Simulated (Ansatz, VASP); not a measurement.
One calculation of Si3Sb2, two programs

```
CELL_PARAMETERS angstrom
1.93119 1.11497 8.30514
-1.93119 1.11497 8.30514
0.00000 -2.22995 8.30514
ATOMIC_POSITIONS crystal
Si 0.00000 0.00000 0.00000
Si 0.18608 0.18608 0.18608
Si 0.81392 0.81392 0.81392
Sb 0.39916 0.39916 0.39916
Sb 0.60084 0.60084 0.60084
```

Alike in both runs: functional PBE; k mesh 6 × 6 × 6; occupations gaussian, width 0.1 eV; no spin polarisation.

Ansatz relaxed the structure, and its values are those at the end. VASP's run is a single point on that final structure, the one shown.

|  | VASP | Ansatz |
| --- | --- | --- |
| version | VASP 6.6.1 | Ansatz 0.2.0 |
| potentials or method | VASP PAW PBE potentials, release 64 (Si, Sb), cutoff 520 eV | scalar-relativistic, plane waves, PAW |
| valence electrons in the cell | 22 | 42 |

|  | VASP | Ansatz | Ansatz less VASP |
| --- | --- | --- | --- |
| gap on the k mesh at the Fermi level (eV) | none | none | - |
| pressure (GPa) | 0.0 | 0.0 | -0.02 |
| rms of the force components (eV/Å) | 0.011 | 0.011 | -0.0004 |

A gap of «none» marks a metal or a gap that the smearing closes. With one functional, cell and mesh, what is left measures potentials, basis and numerics. VASP's potentials hold 22 valence electrons a cell and Ansatz's 42, so a difference there can come from the potentials and not from the codes.

Spin-orbit coupling is off throughout.
